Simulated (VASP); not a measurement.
# Re (P6_3/mmc) in VASP: a series of runs

Re is run at these levels: BLYP+D3(BJ), PBE; tasks: single point.

All numbers are computed with VASP 6.6.1; they aren't measurements. Logs are shortened: lines on timing, memory, paths and dates and some standing lists are left out, and cuts for length are marked.

## 1. The cell of the first run

Symmetry: P6_3/mmc, No. 194, hexagonal system. Conventional cell: a = 2.765 Å, b = 2.765 Å, c = 8.926 Å, α = 90.00°, β = 90.00°, γ = 120.00°. Within 3.6 Å of Re (site symmetry -6m2) lie 12 Re at 2.74 to 2.76 Å. Within 3.6 Å of Re (site symmetry -3m) lie 12 Re at 2.74 to 2.76 Å.

## 2. Single point, BLYP+D3(BJ)

Input file INCAR:

```
SYSTEM = Re
PREC = Accurate
ENCUT = 560
EDIFF = 1E-6
ISMEAR = -1
SIGMA = 0.05
LREAL = .False.
LASPH = .True.
NELM = 120
ALGO = Normal
ISIF = 2
LWAVE = .False.
LCHARG = .True.
GGA = B5
ALDAX = 1.0
AGGAX = 1.0
AGGAC = 1.0
ALDAC = 0.0
IVDW = 12
VDW_S6 = 1.0
VDW_S8 = 2.6996
VDW_A1 = 0.4298
VDW_A2 = 4.2359
LELF = .True.
LVHAR = .True.
NBANDS = 38
GGA_COMPAT = .False.
```

Input file KPOINTS:

```
Automatic mesh
0
Gamma
  11 11 3
  0 0 0
```

Input file POSCAR:

```
Re
1.0
    2.7648913936      0.0000000000      0.0000000000
   -1.3824456968      2.3944661856      0.0000000000
    0.0000000000      0.0000000000      8.9257085508
Re
4
Direct
    0.6666666667      0.3333333333      0.7500000000
    0.0000000000      0.0000000000      0.5000000000
    0.3333333333      0.6666666667      0.2500000000
    0.0000000000      0.0000000000      0.0000000000
```

Potentials or basis: VASP PAW PBE potentials, release 64 (Re_sv_GW).

Launch:

```sh
$ cat potpaw_PBE.64/Re_sv_GW/POTCAR > POTCAR
$ mpirun -np 1 vasp_std > vasp.out
```

OUTCAR:

```text
SYSTEM = Re
   PREC = Accurate
   ENCUT = 560
   EDIFF = 1E-6
   ISMEAR = -1
   LREAL = .False.
   LASPH = .True.
   NELM = 120
   ISIF = 2
   GGA = B5
   IVDW = 12
 IVDW          = 12

 ion  position               nearest neighbor table
   1  0.667  0.333  0.750-   2 2.74   4 2.74   2 2.74   4 2.74   2 2.74   4 2.74
   2  0.000  0.000  0.500-   1 2.74   3 2.74   1 2.74   3 2.74   1 2.74   3 2.74
   3  0.333  0.667  0.250-   2 2.74   4 2.74   2 2.74   4 2.74   2 2.74   4 2.74
   4  0.000  0.000  0.000-   1 2.74   3 2.74   1 2.74   3 2.74   1 2.74   3 2.74

  LATTYP: Found a hexagonal cell.
 ALAT       =     2.7648913936
 C/A-ratio  =     3.2282311600

  Lattice vectors:

 A1 = (   2.7648913936,   0.0000000000,   0.0000000000)
 A2 = (  -1.3824456968,   2.3944661856,   0.0000000000)
 A3 = (   0.0000000000,   0.0000000000,   8.9257085508)

Analysis of symmetry for initial positions (statically):
=====================================================================
 Subroutine PRICEL returns:
 Original cell was already a primitive cell.

 Routine SETGRP: Setting up the symmetry group for a
 hexagonal supercell.

 Subroutine GETGRP returns: Found 24 space group operations
 (whereof 12 operations were pure point group operations)
 out of a pool of 24 trial point group operations.

The static configuration has the point symmetry D_3d.
 The point group associated with its full space group is D_6h.

Analysis of symmetry for dynamics (positions and initial velocities):
=====================================================================
 Subroutine PRICEL returns:
 Original cell was already a primitive cell.

 Routine SETGRP: Setting up the symmetry group for a
 hexagonal supercell.

 Subroutine GETGRP returns: Found 24 space group operations
 (whereof 12 operations were pure point group operations)
 out of a pool of 24 trial point group operations.

The dynamic configuration has the point symmetry D_3d.
 The point group associated with its full space group is D_6h.

 Subroutine INISYM returns: Found 24 space group operations
 (whereof 12 operations are pure point group operations),
 and found     1 'primitive' translations

----------------------------------------------------------------------------------------

                                     Primitive cell

  volume of cell :      59.0921

  direct lattice vectors                    reciprocal lattice vectors
     2.764891394  0.000000000  0.000000000     0.361677859  0.208814809  0.000000000
    -1.382445697  2.394466186  0.000000000     0.000000000  0.417629619  0.000000000
     0.000000000  0.000000000  8.925708551     0.000000000  0.000000000  0.112035923

  length of vectors
     2.764891394  2.764891394  8.925708551     0.417629619  0.417629619  0.112035923

  position of ions in fractional coordinates (direct lattice)
     0.666666667  0.333333333  0.750000000
     0.000000000  0.000000000  0.500000000
     0.333333333  0.666666667  0.250000000
     0.000000000  0.000000000  0.000000000

  ion indices of the primitive-cell ions
   primitive index   ion index
                 1           1
                 2           2
                 3           3
                 4           4

----------------------------------------------------------------------------------------

 KPOINTS: Automatic mesh

Automatic generation of k-mesh.
 Grid dimensions read from file:
 generate k-points for:   11   11    3

 Generating k-lattice:

  Cartesian coordinates                     Fractional coordinates (reciprocal lattice)
     0.032879805  0.018983164  0.000000000     0.090909091  0.000000000  0.000000000
     0.000000000  0.037966329  0.000000000     0.000000000  0.090909091  0.000000000
     0.000000000  0.000000000  0.037345308     0.000000000  0.000000000  0.333333333

  Length of vectors
     0.037966329  0.037966329  0.037345308

  Shift w.r.t. Gamma in fractional coordinates (k-lattice)
     0.000000000  0.000000000  0.000000000

 Subroutine IBZKPT returns following result:
 ===========================================

 Found     32 irreducible k-points:

 Following reciprocal coordinates:
            Coordinates               Weight
  0.000000  0.000000  0.000000      1.000000
  0.090909  0.000000  0.000000      6.000000
  0.181818  0.000000  0.000000      6.000000
  0.272727  0.000000  0.000000      6.000000
  0.363636  0.000000  0.000000      6.000000
  0.454545  0.000000  0.000000      6.000000
[... 16 lines left out ...]
  0.090909  0.090909  0.333333     12.000000
  0.181818  0.090909  0.333333     24.000000
 [... further k-points ...]
   k-points           NKPTS =     32   k-points in BZ     NKDIM =     32   number of bands    NBANDS=     38
   number of dos      NEDOS =    301   number of ions     NIONS =      4
   total plane-waves  NPLWV =  40320
   dimension x,y,z NGX =    24 NGY =   24 NGZ =   70
   dimension x,y,z NGXF=    48 NGYF=   48 NGZF=  140
   ions per type =               4
   NGX,Y,Z   is equivalent  to a cutoff of  14.43, 14.43, 13.04 a.u.
   NGXF,Y,Z  is equivalent  to a cutoff of  28.86, 28.86, 26.08 a.u.
 SYSTEM =  Re
   PREC   = accura    normal or accurate (medium, high low for compatibility)
   ISTART =      0    job   : 0-new  1-cont  2-samecut
   ICHARG =      2    charge: 1-file 2-atom 10-const
   ISPIN  =      1    spin polarized calculation?
   LNONCOLLINEAR =      F non collinear calculations
   LSORBIT =      F    spin-orbit coupling
   LASPH  =      T    aspherical Exc in radial PAW
   ENCUT  =  560.0 eV  41.16 Ry    6.42 a.u.   5.33  5.33 17.22*2*pi/ulx,y,z
   NELM   =    120;   NELMIN=  2; NELMDL= -5     # of ELM steps
   EDIFF  = 0.1E-05   stopping-criterion for ELM
   LREAL  =      F    real-space projection
   EDIFFG = 0.1E-04   stopping-criterion for IOM
   NSW    =      0    number of steps for IOM
   IBRION =     -1    ionic relax: 0-MD 1-quasi-New 2-CG
   NFREE  =      0    steps in history (QN), initial steepest desc. (CG)
   ISIF   =      2    stress and relaxation
   ISYM   =      2    0-nonsym 1-usesym 2-fastsym
   POTIM  = 0.5000    time-step for ionic-motion
   TEBEG  =    0.0;   TEEND  =   0.0 temperature during run
   PSTRESS=    0.0 pullay stress
   NELECT =      60.0000    total number of electrons
   NUPDOWN=      -1.0000    fix difference up-down
   EMIN   =  10.00;   EMAX   =-10.00  energy-range for DOS
   EFERMI =   0.00;   METHOD = LEGACY
   ISMEAR =    -1;   SIGMA  =   0.05  broadening in eV -4-tet -1-fermi 0-gaus
   EFERMI_NEDOS =   21; number of points for ismear=-14 and -15
   IALGO  =     38    algorithm
   IMIX   =      4    mixing-type and parameters
     AMIX     =   0.40;   BMIX     =  1.00
     AMIX_MAG =   1.60;   BMIX_MAG =  1.00
  volume/ion in A,a.u.               =      14.77        99.69
  Fermi-wavevector in a.u.,A,eV,Ry     =   1.645440  3.109431 36.837410  2.707473
  Thomas-Fermi vector in A             =   2.735237
   LORBIT       =      0    0 simple, 1 ext, 2 COOP (PROOUT), +10 PAW based schemes
   GGA     = B5    functional components
   LHFCALC =     F    Hartree Fock is set to
   AEXX    =    0.0000 exact exchange contribution
   IVDW    =    12    specifies the selected vdW correction
   LEPSILON=     F    determine dielectric tensor
   LRPA    =     F    only Hartree local field effects (RPA)
 non-spin polarized calculation
  energy-cutoff  :      560.00
  volume of cell :       59.09
 maximum number of plane-waves:      1804
 NGX is ok and might be reduce to    24
   NGX = 11   NGY = 11   NGZ = 35

 number of electron      60.0000000 magnetization

 Free energy of the ion-electron system (eV)
  ---------------------------------------------------
  ext. energy  EPLUGINS =         0.00000000
  ---------------------------------------------------
  free energy    TOTEN  =       -49.54387819 eV

  energy without entropy =      -49.52039508  energy(sigma->0) =      -49.53213663

 E-fermi :  13.6639     XC(G=0): -13.5215

 val. band max:       13.6602746119   @ k =   0.2727   0.0000   0.0000
 cond. band min:      13.7023540574   @ k =   0.3636   0.0909   0.3333
 fundamental gap:      0.0420794454
 Fermi energy:        13.6639094119

 k-point     1 :       0.0000    0.0000    0.0000
  band No.  band energies     occupation
      1     -65.9005      2.00000
      2     -65.8560      2.00000
      3     -65.8148      2.00000
      4     -65.7697      2.00000
      5     -28.6277      2.00000
      6     -28.0729      2.00000
[... 30 lines left out ...]
     37      16.0903      0.00000
     38      16.0903      0.00000

 k-point     2 :       0.0909    0.0000    0.0000
  band No.  band energies     occupation
      1     -65.8925      2.00000
      2     -65.8500      2.00000
      3     -65.8088      2.00000
      4     -65.7658      2.00000
      5     -28.5965      2.00000
      6     -28.0813      2.00000
[... 30 lines left out ...]
     37      16.0334      0.00000
     38      16.1622      0.00000

 k-point     3 :       0.1818    0.0000    0.0000
  band No.  band energies     occupation
      1     -65.8707      2.00000
      2     -65.8342      2.00000
      3     -65.7929      2.00000
      4     -65.7560      2.00000
      5     -28.5086      2.00000
      6     -28.1272      2.00000
[... 30 lines left out ...]
     37      16.2846      0.00000
     38      16.4585      0.00000

 k-point     4 :       0.2727    0.0000    0.0000
  band No.  band energies     occupation
      1     -65.8409      2.00000
      2     -65.8135      2.00000
      3     -65.7720      2.00000
      4     -65.7443      2.00000
      5     -28.3943      2.00000
      6     -28.2333      2.00000
[... 30 lines left out ...]
     37      16.9430      0.00000
     38      17.0327      0.00000
[... 703 lines left out ...]
      4     -65.7338      2.00000
      5     -28.5267      2.00000
      6     -28.5085      2.00000
[... 30 lines left out ...]
     37      17.9061      0.00000
     38      18.4756      0.00000

 k-point    23 :       0.0909    0.0909    0.3333
  band No.  band energies     occupation
      1     -65.8708      2.00000
      2     -65.8531      2.00000
      3     -65.7839      2.00000
      4     -65.7660      2.00000
      5     -28.4751      2.00000
      6     -28.3059      2.00000
[... 30 lines left out ...]
     37      16.4957      0.00000
     38      17.1717      0.00000

 k-point    24 :       0.1818    0.0909    0.3333
  band No.  band energies     occupation
      1     -65.8460      2.00000
      2     -65.8316      2.00000
      3     -65.7687      2.00000
      4     -65.7541      2.00000
      5     -28.3965      2.00000
      6     -28.3036      2.00000
[... 30 lines left out ...]
     37      16.6046      0.00000
     38      17.2973      0.00000

 [... further k-points ...]

------------------------ aborting loop because EDIFF is reached ----------------------------------------

 Edisp (eV)   -6.34871

 E8    (eV) :    -4.9733

  FORCE on cell =-STRESS in cart. coord.  units (eV):
  Direction    XX          YY          ZZ          XY          YZ          ZX
  --------------------------------------------------------------------------------------
  -------------------------------------------------------------------------------------
  Total       0.05726     0.05726    -0.02808     0.00000     0.00000     0.00000
  in kB       1.55263     1.55263    -0.76127     0.00000     0.00000     0.00000
  external pressure =        0.78 kB  Pullay stress =        0.00 kB

 VOLUME and BASIS-vectors are now :
 -----------------------------------------------------------------------------
  energy-cutoff  :      560.00
  volume of cell :       59.09
      direct lattice vectors                 reciprocal lattice vectors
     2.764891394  0.000000000  0.000000000     0.361677859  0.208814809  0.000000000
    -1.382445697  2.394466186  0.000000000     0.000000000  0.417629619  0.000000000
     0.000000000  0.000000000  8.925708551     0.000000000  0.000000000  0.112035923

 POSITION                                       TOTAL-FORCE (eV/Angst)
 -----------------------------------------------------------------------------------
      1.38245      0.79816      6.69428         0.000000      0.000000      0.000000
      0.00000      0.00000      4.46285        -0.000000     -0.000000     -0.000000
     -0.00000      1.59631      2.23143        -0.000000      0.000000     -0.000000
      0.00000      0.00000      0.00000        -0.000000     -0.000000     -0.000000
 -----------------------------------------------------------------------------------
    total drift:                               -0.000000      0.000000     -0.000000

  FREE ENERGIE OF THE ION-ELECTRON SYSTEM (eV)
  ---------------------------------------------------
  free  energy   TOTEN  =       -55.8925922955 eV

  energy  without entropy=      -55.8691091859  energy(sigma->0) =      -55.88085074
```

Wall time 75 s (1 thread of Intel Xeon 6975P-C (Granite Rapids), shared host); peak memory 0.23 GiB.

Results:

| Quantity | Value |
| --- | --- |
| Free energy | -55.8926 eV |
| Pressure | 0.1 GPa |
| Band gap on the k mesh | zero (bands 30 and 31 overlap by 2.55 eV) |
| Dispersion energy per atom | -1.587 eV |

Caveat: the dispersion term is far too large for a dense solid, which distorts pressure and volume; the PAW data sets were made with another functional, which shifts forces and pressure a little; spin-orbit coupling is left out, which moves the levels of the heavy elements.

## 3. Single point, PBE, non-collinear spin, zero start, spin-orbit coupling

This run uses another cell than the first one, of 14.81 Å³/atom.

Input file INCAR:

```
  PREC = Accurate
  ENCUT = 520
  EDIFF = 1E-6
  ISMEAR = -1
  SIGMA = 0.05
  LREAL = F
  LASPH = T
  NELM = 150
  ALGO = Normal
  ISIF = 2
  LWAVE = F
  LCHARG = F
  LNONCOLLINEAR = T
  MAGMOM = 0 0 0 0 0 0 0 0 0 0 0 0
  LORBIT = 11
  LSORBIT = T
  GGA_COMPAT = F
  LORBMOM = T
  LMAXMIX = 4
  GGA = PE
  NBANDS = 42
```

Input file KPOINTS:

```
regular mesh
0
Gamma
  11 11 3
```

Input file POSCAR:

```
Re
1.0
    2.7663873939      0.0000000000      0.0000000000
   -1.3831936969      2.3957617598      0.0000000000
    0.0000000000      0.0000000000      8.9388451600
Re
4
Direct
    0.6666666667      0.3333333333      0.7500000000
    0.0000000000      0.0000000000      0.5000000000
    0.3333333333      0.6666666667      0.2500000000
    0.0000000000      0.0000000000      0.0000000000
```

Potentials or basis: VASP PAW PBE potentials, release 64 (Re).

Launch:

```sh
$ cat potpaw_PBE.64/Re/POTCAR > POTCAR
$ mpirun -np 1 vasp_ncl > vasp.out
```

It took 4.3 min on 1 thread of Intel Xeon Platinum 8488C (Sapphire Rapids), shared host; peak memory 0.4 GiB.

Results (log left out):

```yaml
Free_energy: -51.0061 eV
Pressure: 3.7 GPa
Net_moment: 0.00 μB per cell
Valence_electrons_inside_the_program's_atomic_spheres: Re 6.10, 6.13 (each value once)
```

Stress tensor (GPa, compression positive):
```
3.82 0.00 0.00
0.00 3.82 0.00
0.00 0.00 3.32
```

Moments on the atoms (μB; x, y, z):
```
Re  0.00 0.00 0.00
Re  0.00 0.00 0.00
Re  0.00 0.00 0.00
Re  0.00 0.00 0.00
```

Caveat: the cell stands under pressure.

The gap in the log of VASP goes by the Fermi energy; the results here count the filled bands.